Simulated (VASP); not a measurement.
Zr:

```
Zr
1.0
     3.24458    0.00000    0.00000
    -1.62229    2.80989    0.00000
     0.00000    0.00000    5.15736
Zr
2
Direct
  0.33333 0.66667 0.25000
  0.66667 0.33333 0.75000
```

Base run:

- Program: VASP 6.6.1
- Functional: r2SCAN
- Potentials or basis: VASP PAW PBE potentials, release 64 (Zr_sv)
- Cutoff: 520 eV
- k mesh: 11 × 11 × 6
- Occupations: methfessel-paxton, width 0.03 eV
- Spin: no spin polarisation

Its results: band gap on the k mesh zero (bands 12 and 13 overlap by 1.14 eV); pressure -0.2 GPa.

The run is repeated on the same cell with these changes: occupations from methfessel-paxton, width 0.03 eV to fermi-dirac, width 0.2 eV. What comes out?

Band gap on the k mesh zero (bands 12 and 13 overlap by 1.14 eV); pressure 0.3 GPa.

Caveats: the PAW data sets were made with another functional, which shifts forces and pressure a little.
